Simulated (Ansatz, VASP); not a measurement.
# One calculation of Ag, two programs

The input POSCAR:

```
Ag
1.0
    0.0000000000      2.0010495236      2.0010495236
    2.0010495236      0.0000000000      2.0010495236
    2.0010495236      2.0010495236      0.0000000000
Ag
1
Direct
    0.0000000000      0.0000000000      0.0000000000
```

Contents of INCAR.step1:

```
PREC = Accurate ; ENCUT = 520
ISMEAR = -1 ; SIGMA = 0.05
LREAL = False ; LASPH = True
NELM = 100 ; NBANDS = 12
GGA = PE ; ALGO = Normal
EDIFF = 1E-4 ; LWAVE = True
LCHARG = False
```

The input INCAR.step2:

```
PREC = Accurate ; ENCUT = 520
EDIFF = 1E-7 ; ISMEAR = -1
SIGMA = 0.05 ; LREAL = False
LASPH = True ; NELM = 100
ALGO = Normal ; ISIF = 2
LWAVE = False ; LCHARG = False
METAGGA = R2SCAN ; LMIXTAU = True
IVDW = 13 ; VDW_S6 = 1.0
VDW_S8 = 0.6018749 ; VDW_A1 = 0.51559235
VDW_A2 = 5.77342911 ; NBANDS = 12
ISTART = 1
```

File KPOINTS:

```
regular mesh
0
Gamma
  11 11 11
```

Contents of input.yaml:

```yaml
crystal:
  lattice:
    - [0.0, 2.0010495236, 2.0010495236]
    - [2.0010495236, 0.0, 2.0010495236]
    - [2.0010495236, 2.0010495236, 0.0]
  atoms:
    - { symbol: Ag, position: [0.0, 0.0, 0.0] }
hamiltonian:
  xc: r2scan
  pseudopotentials: { kind: paw }
  dispersion: d4
kpoints:
  mp_grid: { grid: [11, 11, 11] }
scf:
  occupations: { method: fermi_dirac, width: 0.05 }
output:
  forces: true
  stress: true
  eigenvalues: true
  write_density: true
  write_potential: true
  elf: true
  volumetric_format: npy
```

Alike in both runs: task single point; functional r2SCAN; dispersion D4; k mesh 11 × 11 × 11; occupations fermi-dirac, width 0.05 eV; no spin polarisation.

|  | VASP | Ansatz |
| --- | --- | --- |
| version | VASP 6.6.1 | Ansatz 0.2.0 |
| potentials or method | VASP PAW PBE potentials, release 64 (Ag) | Ansatz PAW |
| plane-wave cutoff (eV) | 520 | 500 |
| valence electrons in the cell | 11 | 19 |

```csv
,VASP,Ansatz,Ansatz less VASP
gap on the k mesh at the Fermi level (eV),none,none,-
pressure (GPa),7.8,7.5,-0.28
```

VASP's potentials were made for PBE, not for r2SCAN. A gap of «none» marks a metal or a gap that the smearing closes. VASP's potentials hold 11 valence electrons a cell and Ansatz's 19, so a difference there can come from the potentials and not from the codes.
